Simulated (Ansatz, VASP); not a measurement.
## SnSe2: VASP beside Ansatz

The input INCAR:

```
SYSTEM = SnSe2
  ALGO = Normal
  EDIFF = 1E-6
  EDIFFG = -0.008
  ENCUT = 520
  GGA = PE
  IBRION = 2
  ISIF = 2
  ISMEAR = 0
  LASPH = .True.
  LCHARG = .False.
  LREAL = .False.
  LWAVE = .False.
  NELM = 80
  NSW = 60
  PREC = Accurate
  SIGMA = 0.02
```

File KPOINTS:

```
k-points
0
Gamma
  12 12 4
  0 0 0
```

POSCAR

```
SnSe2
1.0
    3.8716723131      0.0000000000      0.0000000000
   -1.9358361566      3.3529665783      0.0000000000
    0.0000000000      0.0000000000      6.8316790055
Sn Se
1 2
Direct
    0.0000000000      0.0000000000      0.0000000000
    0.6666666667      0.3333333333      0.7712614522
    0.3333333333      0.6666666667      0.2287385478
```

Input for Ansatz:

```yaml
crystal:
  lattice:
    - [3.8716723131, 0.0, 0.0]
    - [-1.9358361566, 3.3529665783, 0.0]
    - [0.0, 0.0, 6.8316790055]
  atoms:
    - { symbol: Sn, position: [0.0, 0.0, 0.0] }
    - { symbol: Se, position: [0.6666666667, 0.3333333333, 0.7712614522] }
    - { symbol: Se, position: [0.3333333333, 0.6666666667, 0.2287385478] }
basis:
  ecutwfc: 420
kpoints:
  mp_grid: { grid: [12, 12, 4] }
hamiltonian:
  xc: pbe
scf:
  occupations: { method: gaussian, width: 0.02 }
output:
  forces: true
  stress: true
  eigenvalues: true
  write_density: true
  write_potential: true
  elf: true
  volumetric_format: npy
relax:
  adjacent_minimum: "off"
  f_tol: 0.008
  max_steps: 40
```

Change from the starting cell: strain along c alone, the other axes held, atoms relaxed: -2.0 %.

Alike in both runs: task relaxation of the atoms; functional PBE; k mesh 12 × 12 × 4; occupations gaussian, width 0.02 eV; no spin polarisation.

|  | VASP | Ansatz |
| --- | --- | --- |
| version | VASP 6.6.1 | Ansatz 0.2.0 |
| potentials or method | VASP PAW PBE potentials, release 64 (Sn_d, Se), cutoff 520 eV | scalar-relativistic, plane waves, PAW |
| valence electrons in the cell | 26 | 46 |

|  | VASP | Ansatz | Ansatz less VASP |
| --- | --- | --- | --- |
| gap on the k mesh at the Fermi level, each at its own relaxed structure (eV) | 0.69 | 0.69 | +0.006 |

VASP's potentials hold 26 valence electrons a cell and Ansatz's 46, so a difference there can come from the potentials and not from the codes. Ansatz's warnings: stress scf threshold loose.
